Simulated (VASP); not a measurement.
# Ga2P (P6_3/mmc) in VASP: further runs, part 2 of 2

VASP 6.6.1.

## (3) Relaxation of cell and atoms, PBE

This run uses another cell than the first one, of 27.59 Å³/atom, 1.523 times its volume.

Input file INCAR:

```
SYSTEM = Ga2P
PREC = Accurate
ENCUT = 600
EDIFF = 1E-7
ISMEAR = 0
SIGMA = 0.1
LREAL = .FALSE.
LASPH = .TRUE.
NELM = 80
ALGO = Normal
ISIF = 3
LWAVE = .FALSE.
LCHARG = .FALSE.
GGA = PE
IBRION = 2
NSW = 100
EDIFFG = -0.01
```

Input file KPOINTS:

```
regular mesh
0
G
  12 12 2
  0 0 0
```

Input file POSCAR:

```
Ga2P
1.0
    3.0257457846      0.0000000000      0.0000000000
   -1.5128728923      2.6203727149      0.0000000000
    0.0000000000      0.0000000000     20.8766773629
Ga P
4 2
Direct
    0.3333333333      0.6666666667      0.9030275478
    0.3333333333      0.6666666667      0.5969724522
    0.6666666667      0.3333333333      0.0969724522
    0.6666666667      0.3333333333      0.4030275478
    0.0000000000      0.0000000000      0.0000000000
    0.0000000000      0.0000000000      0.5000000000
```

Potentials or basis: VASP PAW PBE potentials, release 64 (Ga_d, P).

The run is started by

```bash
> cat potpaw_PBE.64/Ga_d/POTCAR potpaw_PBE.64/P/POTCAR > POTCAR
> mpirun -np 1 vasp_std > vasp.out
```

OUTCAR:

```text
SYSTEM = Ga2P
   PREC = Accurate
   ENCUT = 600
   EDIFF = 1E-7
   ISMEAR = 0
   LREAL = .FALSE.
   LASPH = .TRUE.
   NELM = 80
   ISIF = 3
   GGA = PE
   IBRION = 2
   NSW = 100
   EDIFFG = -0.01

 ion  position               nearest neighbor table
   1  0.333  0.667  0.903-   5 2.67   5 2.67   5 2.67
   2  0.333  0.667  0.597-   6 2.67   6 2.67   6 2.67
   3  0.667  0.333  0.097-   5 2.67   5 2.67   5 2.67
   4  0.667  0.333  0.403-   6 2.67   6 2.67   6 2.67
   5  0.000  0.000  0.000-   1 2.67   3 2.67   3 2.67   1 2.67   3 2.67   1 2.67
   6  0.000  0.000  0.500-   2 2.67   4 2.67   4 2.67   2 2.67   4 2.67   2 2.67

  LATTYP: Found a hexagonal cell.
 ALAT       =     3.0257457846
 C/A-ratio  =     6.8996798968

  Lattice vectors:

 A1 = (   3.0257457846,   0.0000000000,   0.0000000000)
 A2 = (  -1.5128728923,   2.6203727149,   0.0000000000)
 A3 = (   0.0000000000,   0.0000000000,  20.8766773629)

Analysis of symmetry for initial positions (statically):
=====================================================================
 Subroutine PRICEL returns:
 Original cell was already a primitive cell.

 Routine SETGRP: Setting up the symmetry group for a
 hexagonal supercell.

 Subroutine GETGRP returns: Found 24 space group operations
 (whereof 12 operations were pure point group operations)
 out of a pool of 24 trial point group operations.

The static configuration has the point symmetry D_3d.
 The point group associated with its full space group is D_6h.

Analysis of symmetry for dynamics (positions and initial velocities):
=====================================================================
 Subroutine PRICEL returns:
 Original cell was already a primitive cell.

 Routine SETGRP: Setting up the symmetry group for a
 hexagonal supercell.

 Subroutine GETGRP returns: Found 24 space group operations
 (whereof 12 operations were pure point group operations)
 out of a pool of 24 trial point group operations.

The dynamic configuration has the point symmetry D_3d.
 The point group associated with its full space group is D_6h.
[... 135 lines left out ...]
   IVDW    =     0    specifies the selected vdW correction
   LEPSILON=     F    determine dielectric tensor
   LRPA    =     F    only Hartree local field effects (RPA)
 conjugate gradient relaxation of ions
 non-spin polarized calculation
 Gauss-broadening in eV      SIGMA  =   0.10
  energy-cutoff  :      600.00
  volume of cell :      165.52
 maximum number of plane-waves:      5580
   NGX = 13   NGY = 13   NGZ = 83

--------------------------------------- Ionic step        1  -------------------------------------------

 number of electron      61.9999979 magnetization

 Free energy of the ion-electron system (eV)
  ---------------------------------------------------
  ext. energy  EPLUGINS =         0.00000000
  ---------------------------------------------------
  free energy    TOTEN  =       -20.47761148 eV

  energy without entropy =      -20.46363036  energy(sigma->0) =      -20.47062092

------------------------ aborting loop because EDIFF is reached ----------------------------------------

  FORCE on cell =-STRESS in cart. coord.  units (eV):
  Direction    XX          YY          ZZ          XY          YZ          ZX
  --------------------------------------------------------------------------------------
  -------------------------------------------------------------------------------------
  Total        0.3945692      0.3945692      2.0377847      0.0000000     -0.0000000      0.0000000
  in kB        3.8192397      3.8192397     19.7247723      0.0000000     -0.0000000      0.0000000
  external PRESSURE =       9.1210839 kB  Pullay stress =       0.0000000 kB
[... 267 lines left out ...]
--------------------------------------- Ionic step        8  -------------------------------------------

 number of electron      62.0000023 magnetization

 Free energy of the ion-electron system (eV)
  ---------------------------------------------------
  ext. energy  EPLUGINS =         0.00000000
  ---------------------------------------------------
  free energy    TOTEN  =       -20.55447339 eV

  energy without entropy =      -20.53825988  energy(sigma->0) =      -20.54636663

 E-fermi :   2.7644     XC(G=0):  -8.0206

 val. band max:        2.6879045921   @ k =   0.1667   0.1667   0.0000
 cond. band min:       2.8187196749   @ k =   0.3333   0.0833   0.0000
 fundamental gap:      0.1308150827
 Fermi energy:         2.7643597309

 k-point     1 :       0.0000    0.0000    0.0000
  band No.  band energies     occupation
      1     -12.2339      2.00000
      2     -12.2339      2.00000
      3     -12.2048      2.00000
      4     -12.2048      2.00000
      5     -12.1392      2.00000
      6     -12.1392      2.00000
[... 949 lines left out ...]
     36       5.3244      0.00000
     37       6.1787      0.00000

 [... further k-points ...]

------------------------ aborting loop because EDIFF is reached ----------------------------------------

  FORCE on cell =-STRESS in cart. coord.  units (eV):
  Direction    XX          YY          ZZ          XY          YZ          ZX
  --------------------------------------------------------------------------------------
  -------------------------------------------------------------------------------------
  Total       -0.0173079     -0.0173079     -0.0333200      0.0000000      0.0000000      0.0000000
  in kB       -0.1652051     -0.1652051     -0.3180420      0.0000000      0.0000000      0.0000000
  external PRESSURE =      -0.2161507 kB  Pullay stress =       0.0000000 kB
[... 21 lines left out ...]
  FREE ENERGIE OF THE ION-ELECTRON SYSTEM (eV)
  ---------------------------------------------------
  free  energy   TOTEN  =       -20.5544733883 eV

  energy  without entropy=      -20.5382598779  energy(sigma->0) =      -20.54636663

 reached required accuracy - stopping structural energy minimisation
```

CONTCAR:

```text
Ga2P
   1.00000000000000
     2.9750280939771163   -0.0000000000000000    0.0000000000000000
    -1.4875140469885582    2.5764499063971398   -0.0000000000000000
     0.0000000000000000    0.0000000000000000   21.8986812257398498
  Ga              P
     4     2
Direct
     0.3333333332999970    0.6666666667000030    0.9012190067731565
     0.3333333332999970    0.6666666667000030    0.5987809932268435
     0.6666666667000030    0.3333333332999970    0.0987809932268435
     0.6666666667000030    0.3333333332999970    0.4012190067731565
     0.0000000000000000    0.0000000000000000    0.0000000000000000
     0.0000000000000000    0.0000000000000000    0.5000000000000000

  0.00000000E+00  0.00000000E+00  0.00000000E+00
  0.00000000E+00  0.00000000E+00  0.00000000E+00
  0.00000000E+00  0.00000000E+00  0.00000000E+00
  0.00000000E+00  0.00000000E+00  0.00000000E+00
  0.00000000E+00  0.00000000E+00  0.00000000E+00
  0.00000000E+00  0.00000000E+00  0.00000000E+00
```

Wall time 26 min (1 thread of AMD EPYC 9R45 (Zen 5), shared host); peak memory 0.41 GiB.

Results:

* Free energy: -20.5545 eV
* Relaxed cell: a = 2.975 Å, b = 2.975 Å, c = 21.899 Å, α = 90.00°, β = 90.00°, γ = 120.00°
* Space group after relaxing (to 0.05 Å): P6_3/mmc (No. 194)
* Energy gained by relaxing: 12.8 meV/atom
* Ionic steps: 8
* Pressure after relaxing: 0.0 GPa
* Largest force after relaxing: 0.005 eV/Å
* Band gap on the k mesh: zero (band 31 reaches 6.20 eV, above the bottom of band 32 at 1.01 eV)

Forces in eV/Å, atoms in the order of the input:
```
Ga   0.000  0.000 -0.005
Ga   0.000  0.000  0.005
Ga   0.000  0.000  0.005
Ga   0.000  0.000 -0.005
P    0.000  0.000  0.000
P    0.000  0.000  0.000
```

Step by step:
```
step  energy change (eV)  largest force (eV/Å)  pressure (GPa)  volume (Å³)
   1              0.0000                0.2594            0.91       165.52
   2             -0.0330                0.1247           -0.07       169.30
   3             -0.0385                0.0303           -0.74       172.22
   4             -0.0635                0.0041           -0.67       171.22
   5             -0.0720                0.0551           -0.56       170.43
   6             -0.0721                0.0643           -0.55       170.32
   7             -0.0765                0.0249            0.15       167.18
   8             -0.0769                0.0054           -0.02       167.85
```

Final structure:
```
Ga P
1.0
     2.97503    0.00000    0.00000
    -1.48751    2.57645    0.00000
     0.00000    0.00000   21.89868
Ga P
4 2
Direct
  0.33333 0.66667 0.90122
  0.33333 0.66667 0.59878
  0.66667 0.33333 0.09878
  0.66667 0.33333 0.40122
  0.00000 0.00000 0.00000
  0.00000 0.00000 0.50000
```
